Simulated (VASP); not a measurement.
The system is P.

```xyz
1
Lattice="2.5428 0.0000 0.0000 0.0000 2.5428 0.0000 0.0000 0.0000 2.5428" Properties=species:S:1:pos:R:3 pbc="T T T"
P     0.0000    0.0000    0.0000
```

* Program: VASP 6.6.1
* Task: relaxation of cell and atoms
* Functional: LDA
* Potentials or basis: VASP PAW LDA potentials, release 64 (P)
* Cutoff: 600 eV
* k mesh: 12 × 12 × 12
* Occupations: fermi-dirac, width 0.1 eV
* Spin: no spin polarisation

At the start: pressure -13.6 GPa; volume 16.44 Å³/atom.

Task: Where does the relaxation end?

Result: Over 4 steps the energy falls by 121.0 meV/atom and the volume is 13.93 Å³/atom (-15.3 %); space group Pm-3m (No. 221, to 0.05 Å).

The path:
```tsv
step	energy change (eV)	largest force (eV/Å)	pressure (GPa)	volume (Å³)
1	0.0000	0.0000	-13.65	16.44
2	-0.1094	0.0000	6.42	13.33
3	-0.1210	0.0000	-0.37	13.97
4	-0.1210	0.0000	0.05	13.93
```

Final structure:
```cif
data_structure
_symmetry_space_group_name_H-M 'P 1'
_symmetry_Int_Tables_number 1
_cell_length_a 2.4060
_cell_length_b 2.4060
_cell_length_c 2.4060
_cell_angle_alpha 90.000
_cell_angle_beta 90.000
_cell_angle_gamma 90.000
_cell_volume 13.93
loop_
_atom_site_label
_atom_site_type_symbol
_atom_site_fract_x
_atom_site_fract_y
_atom_site_fract_z
_atom_site_occupancy
P1 P 0.00000 0.00000 0.00000 1
```

Caveat: the volume moved by over 15 % at a fixed basis, so the end points are rough.
